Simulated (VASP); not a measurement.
The system is Be2Se.

```
Be Se
1.0
     2.84508    0.00000    0.00000
    -1.42254    2.46391    0.00000
     0.00000    0.00000   11.06621
Be Se
4 2
Direct
  0.33333 0.66667 0.62750
  0.66667 0.33333 0.12750
  0.33333 0.66667 0.87250
  0.66667 0.33333 0.37250
  0.33333 0.66667 0.25000
  0.66667 0.33333 0.75000
```

* Program: VASP 6.6.1
* Task: relaxation of cell and atoms
* Functional: PBE
* Potentials or basis: VASP PAW PBE potentials, release 64 (Be, Se)
* Cutoff: 600 eV
* k mesh: 6 × 6 × 2
* Occupations: gaussian, width 0.1 eV
* Spin: no spin polarisation

At the start: pressure 31.6 GPa; volume 12.93 Å³/atom.

**Question.** How do energy, volume and symmetry change on relaxing?

**Answer.** Over 17 steps the energy falls by 891.5 meV/atom and the volume is 14.06 Å³/atom (+8.8 %); space group P6_3/mmc (No. 194, to 0.05 Å).

Step by step:
| step | energy change (eV) | largest force (eV/Å) | pressure (GPa) | volume (Å³) |
| --- | --- | --- | --- | --- |
| 1 | 0.0000 | 2.1662 | 31.57 | 77.57 |
| 2 | -3.4053 | 0.0538 | -6.42 | 108.99 |
| 3 | -3.4192 | 0.0365 | -4.84 | 105.87 |
| 4 | -4.1478 | 0.5368 | -4.05 | 101.09 |
| 5 | -4.3827 | 0.8360 | -3.54 | 97.76 |
| 6 | -4.2609 | 1.7449 | -0.79 | 90.24 |
| 7 | -4.4567 | 1.1606 | -2.60 | 94.90 |
| 8 | -4.8072 | 1.1171 | -0.58 | 89.18 |
| 9 | -4.8686 | 0.3887 | 14.07 | 73.14 |
| 10 | -5.0486 | 0.9842 | 4.98 | 81.04 |
| 11 | -5.0582 | 0.8320 | 7.72 | 78.21 |
| 12 | -5.2593 | 0.2506 | 5.18 | 79.47 |
| 13 | -5.2947 | 0.1041 | 3.96 | 80.32 |
| 14 | -5.3418 | 0.0211 | 1.34 | 82.90 |
| 15 | -5.3484 | 0.0220 | -0.06 | 84.44 |
| 16 | -5.3484 | 0.0197 | 0.00 | 84.36 |
| 17 | -5.3491 | 0.0046 | -0.03 | 84.37 |

Final structure:
```
Be Se
1.0
     3.42826    0.00000    0.00000
    -1.71413    2.96896    0.00000
     0.00000    0.00000    8.28951
Be Se
4 2
Direct
  0.33333 0.66667 0.58141
  0.66667 0.33333 0.08141
  0.33333 0.66667 0.91859
  0.66667 0.33333 0.41859
  0.33333 0.66667 0.25000
  0.66667 0.33333 0.75000
```

Caveat: the k points lie up to 0.38 Å⁻¹ apart in the final cell.
